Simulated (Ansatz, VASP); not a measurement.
One calculation of NbH2, two programs

```
CELL_PARAMETERS angstrom
2.27340 2.27340 0.00000
-2.27340 2.27340 0.00000
0.00000 0.00000 4.47860
ATOMIC_POSITIONS crystal
Nb 0.00000 0.00000 0.00000
Nb 0.50000 0.50000 0.50000
H 0.00000 0.50000 0.75000
H 0.50000 0.00000 0.75000
H 0.50000 0.00000 0.25000
H 0.00000 0.50000 0.25000
```

Change from the starting cell: strain along c alone, the other axes held, atoms relaxed: -1.5 %.

Alike in both runs: task single point; functional r2SCAN; k mesh 12 × 12 × 8; occupations gaussian, width 0.1 eV; no spin polarisation.

```csv
,VASP,Ansatz
version,VASP 6.6.1,Ansatz 0.2.0
potentials or method,"VASP PAW PBE potentials, release 64 (Nb_sv, H), cutoff 550 eV","scalar-relativistic, plane waves, PAW"
valence electrons in the cell,30,30
```

VASP gave:

```
gap on the k mesh at the Fermi level (eV)                     : none
pressure (GPa)                                                : 2.7
traceless stress, the component that is largest in VASP (GPa) : 1.47
```

Question: Estimate Ansatz's values.

Answer: gap on the k mesh at the Fermi level (eV): none; pressure (GPa): 2.9; traceless stress, the component that is largest in VASP (GPa): 1.48.

VASP's potentials were made for PBE, not for r2SCAN. A gap of «none» marks a metal or a gap that the smearing closes.
